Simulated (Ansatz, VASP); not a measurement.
## Two plane-wave programs on Ni

File INCAR:

```
PREC = Accurate
ENCUT = 520
EDIFF = 1E-6
ISMEAR = -1
SIGMA = 0.05
LREAL = F
LASPH = T
NELM = 150
ALGO = Normal
ISIF = 2
LWAVE = F
LCHARG = T
ISPIN = 2
MAGMOM = 1
LORBIT = 11
NUPDOWN = 1.0
LMAXMIX = 4
GGA = PS
LELF = T
LVHAR = T
NBANDS = 15
```

The input KPOINTS:

```
regular mesh
0
Gamma
  11 11 11
```

Contents of POSCAR:

```
Ni
1.0
   -1.3837154700      1.3837154700      1.3837154700
    1.3837154700     -1.3837154700      1.3837154700
    1.3837154700      1.3837154700     -1.3837154700
Ni
1
Direct
    0.0000000000      0.0000000000      0.0000000000
```

File input.yaml:

```yaml
crystal:
  lattice:
    - [-1.38371547, 1.38371547, 1.38371547]
    - [1.38371547, -1.38371547, 1.38371547]
    - [1.38371547, 1.38371547, -1.38371547]
  atoms:
    - { symbol: Ni, position: [0.0, 0.0, 0.0], spin: 1.0 }
hamiltonian:
  xc: pbesol
  pseudopotentials: { kind: paw }
magnetization:
  spin_polarized: true
  initial_magnetization: 1.0
  spin_locking: { lock_magnetization: hard }
kpoints:
  mp_grid: { grid: [11, 11, 11] }
scf:
  occupations: { method: fermi_dirac, width: 0.05 }
  lower_state_search: "off"
output:
  forces: true
  stress: true
  eigenvalues: true
```

Alike in both runs: task single point; functional PBEsol; k mesh 11 × 11 × 11; occupations fermi-dirac, width 0.05 eV; collinear spin; fixed moment 1 μB.

|  | VASP | Ansatz |
| --- | --- | --- |
| version | VASP 6.6.1 | Ansatz 0.2.0 |
| potentials or method | VASP PAW PBE potentials, release 64 (Ni) | Ansatz PAW |
| plane-wave cutoff (eV) | 520 | 420 |
| valence electrons in the cell | 10 | 18 |

VASP gave:

- pressure (GPa): 2.1
- net moment per atom (μB): 1.00
- size of the moment on the site where the two differ most (μB): 0.98

Task: What did Ansatz give for the same quantities?

Result: Pressure (GPa): 2.1; net moment per atom (μB): 1.00; size of the moment on the site where the two differ most (μB): 0.99.

VASP's potentials were made for PBE, not for PBEsol. Site moments also hang on the region over which each program counts them. The functional is the same, so the differences come from potentials, cutoffs and numerics. VASP's potentials hold 10 valence electrons a cell and Ansatz's 18, so a difference there can come from the potentials and not from the codes.
